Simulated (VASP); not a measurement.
# Nb (Im-3m) in VASP: notebook

The runs below take Nb through single point, with PBE.

All numbers are computed with VASP 6.6.1; they aren't measurements. Logs are shortened: lines on timing, memory, paths and dates and some standing lists are left out, and cuts for length are marked.

### Step 1. The cell of the first run

Symmetry: Im-3m, No. 229, cubic system. Conventional cell: a = 3.328 Å, b = 3.328 Å, c = 3.328 Å, α = 90.00°, β = 90.00°, γ = 90.00°. Within 3.8 Å of Nb (site symmetry m-3m) lie 14 Nb at 2.88 to 3.33 Å.

### Step 2. Single point, PBE

INCAR reads:

```
SYSTEM = Nb
  PREC = Accurate
  ENCUT = 500
  EDIFF = 1E-6
  ISMEAR = 0
  SIGMA = 0.1
  LREAL = .False.
  LASPH = .True.
  NELM = 120
  ALGO = Normal
  ISIF = 2
  LWAVE = .False.
  LCHARG = .False.
  GGA = PE
  NBANDS = 12
  GGA_COMPAT = .False.
```

KPOINTS reads:

```
regular mesh
0
Gamma
  8 8 8
  0 0 0
```

POSCAR reads:

```
Nb
1.0
   -1.6639500000      1.6639500000      1.6639500000
    1.6639500000     -1.6639500000      1.6639500000
    1.6639500000      1.6639500000     -1.6639500000
Nb
1
Direct
    0.0000000000      0.0000000000      0.0000000000
```

Potentials or basis: VASP PAW PBE potentials, release 64 (Nb_sv).

Run with:

```console
$ cat potpaw_PBE.64/Nb_sv/POTCAR > POTCAR
$ mpirun -np 1 vasp_std > vasp.out
```

OUTCAR:

```text
SYSTEM = Nb
   PREC = Accurate
   ENCUT = 500
   EDIFF = 1E-6
   ISMEAR = 0
   LREAL = .False.
   LASPH = .True.
   NELM = 120
   ISIF = 2
   GGA = PE

 ion  position               nearest neighbor table
   1  0.000  0.000  0.000-

  LATTYP: Found a body centered cubic cell.
 ALAT       =     3.3279000000

  Lattice vectors:

 A1 = (  -1.6639500000,   1.6639500000,   1.6639500000)
 A2 = (   1.6639500000,  -1.6639500000,   1.6639500000)
 A3 = (   1.6639500000,   1.6639500000,  -1.6639500000)

Analysis of symmetry for initial positions (statically):
=====================================================================
 Subroutine PRICEL returns:
 Original cell was already a primitive cell.

 Routine SETGRP: Setting up the symmetry group for a
 body centered cubic supercell.

 Subroutine GETGRP returns: Found 48 space group operations
 (whereof 48 operations were pure point group operations)
 out of a pool of 48 trial point group operations.

The static configuration has the point symmetry O_h .

Analysis of symmetry for dynamics (positions and initial velocities):
=====================================================================
 Subroutine PRICEL returns:
 Original cell was already a primitive cell.

 Routine SETGRP: Setting up the symmetry group for a
 body centered cubic supercell.

 Subroutine GETGRP returns: Found 48 space group operations
 (whereof 48 operations were pure point group operations)
 out of a pool of 48 trial point group operations.

The dynamic configuration has the point symmetry O_h .

 Subroutine INISYM returns: Found 48 space group operations
 (whereof 48 operations are pure point group operations),
 and found     1 'primitive' translations

----------------------------------------------------------------------------------------

                                     Primitive cell

  volume of cell :      18.4281

  direct lattice vectors                    reciprocal lattice vectors
    -1.663950000  1.663950000  1.663950000     0.000000000  0.300489798  0.300489798
     1.663950000 -1.663950000  1.663950000     0.300489798  0.000000000  0.300489798
     1.663950000  1.663950000 -1.663950000     0.300489798  0.300489798  0.000000000

  length of vectors
     2.882045941  2.882045941  2.882045941     0.424956748  0.424956748  0.424956748

  position of ions in fractional coordinates (direct lattice)
     0.000000000  0.000000000  0.000000000

  ion indices of the primitive-cell ions
   primitive index   ion index
                 1           1

----------------------------------------------------------------------------------------

 KPOINTS: regular mesh

Automatic generation of k-mesh.
 Grid dimensions read from file:
 generate k-points for:    8    8    8

 Generating k-lattice:

  Cartesian coordinates                     Fractional coordinates (reciprocal lattice)
     0.000000000  0.037561225  0.037561225     0.125000000  0.000000000  0.000000000
     0.037561225  0.000000000  0.037561225     0.000000000  0.125000000  0.000000000
     0.037561225  0.037561225  0.000000000     0.000000000  0.000000000  0.125000000

  Length of vectors
     0.053119594  0.053119594  0.053119594

  Shift w.r.t. Gamma in fractional coordinates (k-lattice)
     0.000000000  0.000000000  0.000000000

 Subroutine IBZKPT returns following result:
 ===========================================

 Found     29 irreducible k-points:

 Following reciprocal coordinates:
            Coordinates               Weight
  0.000000  0.000000  0.000000      1.000000
  0.125000  0.000000  0.000000     12.000000
  0.250000  0.000000  0.000000     12.000000
  0.375000  0.000000  0.000000     12.000000
  0.500000  0.000000  0.000000      6.000000
  0.125000  0.125000  0.000000     24.000000
[... 16 lines left out ...]
 -0.250000  0.250000  0.250000      6.000000
 -0.375000  0.375000  0.250000     24.000000
 [... further k-points ...]
   k-points           NKPTS =     29   k-points in BZ     NKDIM =     29   number of bands    NBANDS=     12
   number of dos      NEDOS =    301   number of ions     NIONS =      1
   total plane-waves  NPLWV =  13824
   dimension x,y,z NGX =    24 NGY =   24 NGZ =   24
   dimension x,y,z NGXF=    48 NGYF=   48 NGZF=   48
   ions per type =               1
   NGX,Y,Z   is equivalent  to a cutoff of  13.84, 13.84, 13.84 a.u.
   NGXF,Y,Z  is equivalent  to a cutoff of  27.69, 27.69, 27.69 a.u.
 SYSTEM =  Nb
   PREC   = accura    normal or accurate (medium, high low for compatibility)
   ISTART =      0    job   : 0-new  1-cont  2-samecut
   ICHARG =      2    charge: 1-file 2-atom 10-const
   ISPIN  =      1    spin polarized calculation?
   LNONCOLLINEAR =      F non collinear calculations
   LSORBIT =      F    spin-orbit coupling
   LASPH  =      T    aspherical Exc in radial PAW
   ENCUT  =  500.0 eV  36.75 Ry    6.06 a.u.   5.25  5.25  5.25*2*pi/ulx,y,z
   NELM   =    120;   NELMIN=  2; NELMDL= -5     # of ELM steps
   EDIFF  = 0.1E-05   stopping-criterion for ELM
   LREAL  =      F    real-space projection
   EDIFFG = 0.1E-04   stopping-criterion for IOM
   NSW    =      0    number of steps for IOM
   IBRION =     -1    ionic relax: 0-MD 1-quasi-New 2-CG
   NFREE  =      0    steps in history (QN), initial steepest desc. (CG)
   ISIF   =      2    stress and relaxation
   ISYM   =      2    0-nonsym 1-usesym 2-fastsym
   POTIM  = 0.5000    time-step for ionic-motion
   TEBEG  =    0.0;   TEEND  =   0.0 temperature during run
   PSTRESS=    0.0 pullay stress
   NELECT =      13.0000    total number of electrons
   NUPDOWN=      -1.0000    fix difference up-down
   EMIN   =  10.00;   EMAX   =-10.00  energy-range for DOS
   EFERMI =   0.00;   METHOD = LEGACY
   ISMEAR =     0;   SIGMA  =   0.10  broadening in eV -4-tet -1-fermi 0-gaus
   EFERMI_NEDOS =   21; number of points for ismear=-14 and -15
   IALGO  =     38    algorithm
   IMIX   =      4    mixing-type and parameters
     AMIX     =   0.40;   BMIX     =  1.00
     AMIX_MAG =   1.60;   BMIX_MAG =  1.00
  volume/ion in A,a.u.               =      18.43       124.36
  Fermi-wavevector in a.u.,A,eV,Ry     =   1.457345  2.753983 28.896790  2.123854
  Thomas-Fermi vector in A             =   2.574157
   LORBIT       =      0    0 simple, 1 ext, 2 COOP (PROOUT), +10 PAW based schemes
   GGA     = PE    functional components
   LHFCALC =     F    Hartree Fock is set to
   AEXX    =    0.0000 exact exchange contribution
   IVDW    =     0    specifies the selected vdW correction
   LEPSILON=     F    determine dielectric tensor
   LRPA    =     F    only Hartree local field effects (RPA)
 non-spin polarized calculation
 Gauss-broadening in eV      SIGMA  =   0.10
  energy-cutoff  :      500.00
  volume of cell :       18.43
 maximum number of plane-waves:       484
 NGX is ok and might be reduce to    24
   NGX = 11   NGY = 11   NGZ = 11

 number of electron      12.9999999 magnetization

 Free energy of the ion-electron system (eV)
  ---------------------------------------------------
  ext. energy  EPLUGINS =         0.00000000
  ---------------------------------------------------
  free energy    TOTEN  =       -10.24356853 eV

  energy without entropy =      -10.23696900  energy(sigma->0) =      -10.24026876

 E-fermi :  10.7268     XC(G=0): -12.3863

 val. band max:       10.6719067548   @ k =  -0.2500   0.2500   0.1250
 cond. band min:      10.7551622918   @ k =   0.2500   0.0000   0.0000
 fundamental gap:      0.0832555369
 Fermi energy:        10.7268039174

 k-point     1 :       0.0000    0.0000    0.0000
  band No.  band energies     occupation
      1     -43.5645      2.00000
      2     -18.9069      2.00000
      3     -18.9069      2.00000
      4     -18.9069      2.00000
      5       4.9588      2.00000
      6      11.2197      0.00000
      7      11.2197      0.00000
      8      11.2197      0.00000
      9      14.0544      0.00000
     10      14.0544      0.00000
     11      25.0185      0.00000
     12      25.0185      0.00000

 k-point     2 :       0.1250    0.0000    0.0000
  band No.  band energies     occupation
      1     -43.5324      2.00000
      2     -19.1037      2.00000
      3     -18.9673      2.00000
      4     -18.9084      2.00000
      5       5.5627      2.00000
      6      10.8631      0.05400
      7      11.0964      0.00000
      8      11.8112      0.00000
      9      13.6197      0.00000
     10      14.0660      0.00000
     11      25.4341      0.00000
     12      26.0754      0.00000

 k-point     3 :       0.2500    0.0000    0.0000
  band No.  band energies     occupation
      1     -43.4540      2.00000
      2     -19.5601      2.00000
      3     -19.1102      2.00000
      4     -18.9122      2.00000
      5       6.8757      2.00000
      6      10.1202      2.00000
      7      10.7552      0.68838
      8      13.4654      0.00000
      9      13.5508      0.00000
     10      14.2024      0.00000
     11      25.0963      0.00000
     12      26.5248      0.00000
[... 286 lines left out ...]
 k-point    23 :      -0.2500    0.2500    0.2500
  band No.  band energies     occupation
      1     -43.3594      2.00000
      2     -19.5853      2.00000
      3     -19.3317      2.00000
      4     -19.3317      2.00000
      5       8.3484      2.00000
      6       9.8451      2.00000
      7      11.7970      0.00000
      8      11.7970      0.00000
      9      13.3096      0.00000
     10      15.4426      0.00000
     11      25.3281      0.00000
     12      28.6977      0.00000

 k-point    24 :      -0.3750    0.3750    0.2500
  band No.  band energies     occupation
      1     -43.2915      2.00000
      2     -19.8427      2.00000
      3     -19.4829      2.00000
      4     -19.3700      2.00000
      5       8.5430      2.00000
      6       9.0484      2.00000
      7      11.7982      0.00000
      8      12.5302      0.00000
      9      15.2010      0.00000
     10      16.5041      0.00000
     11      24.3400      0.00000
     12      26.1583      0.00000

 [... further k-points ...]
[... 5 lines left out ...]
  --------------------------------------------------------------------------------------
  -------------------------------------------------------------------------------------
  Total       -0.3090585     -0.3090585     -0.3090585      0.0000000      0.0000000     -0.0000000
  in kB      -26.8701716    -26.8701716    -26.8701716      0.0000000      0.0000000     -0.0000000
  external PRESSURE =     -26.8701716 kB  Pullay stress =       0.0000000 kB

 VOLUME and BASIS-vectors are now :
 -----------------------------------------------------------------------------
  energy-cutoff  :      500.00
  volume of cell :       18.43
      direct lattice vectors                 reciprocal lattice vectors
    -1.663950000  1.663950000  1.663950000     0.000000000  0.300489798  0.300489798
     1.663950000 -1.663950000  1.663950000     0.300489798  0.000000000  0.300489798
     1.663950000  1.663950000 -1.663950000     0.300489798  0.300489798  0.000000000

 POSITION                                       TOTAL-FORCE (eV/Angst)
 -----------------------------------------------------------------------------------
      0.00000      0.00000      0.00000        -0.000000      0.000000      0.000000
 -----------------------------------------------------------------------------------
    total drift:                                0.000000      0.000000      0.000000

  FREE ENERGIE OF THE ION-ELECTRON SYSTEM (eV)
  ---------------------------------------------------
  free  energy   TOTEN  =       -10.2435685252 eV

  energy  without entropy=      -10.2369689971  energy(sigma->0) =      -10.24026876
```

Wall time 11 s (1 thread of Intel Xeon 8259CL, shared host); peak memory 0.14 GiB.

Results:

| Quantity | Value |
| --- | --- |
| Free energy | -10.2436 eV |
| Pressure | -2.7 GPa |
| Band gap on the k mesh | zero (an odd number of electrons rules out a gap without spin polarisation) |

Levels at points of the mesh, in eV from the Fermi level:
```
           k point  band 4  band 5  band 6  band 7  band 8  band 9
(0.00, 0.00, 0.00)  -29.63   -5.77    0.49    0.49    0.49    3.33
(0.50, 0.00, 0.00)  -29.64   -3.50   -1.47    2.31    3.34    4.01
(0.50, 0.50, 0.50)  -30.50   -3.46   -3.46    5.56    5.56    5.56
```

(Part 1 of 2 ends here.)
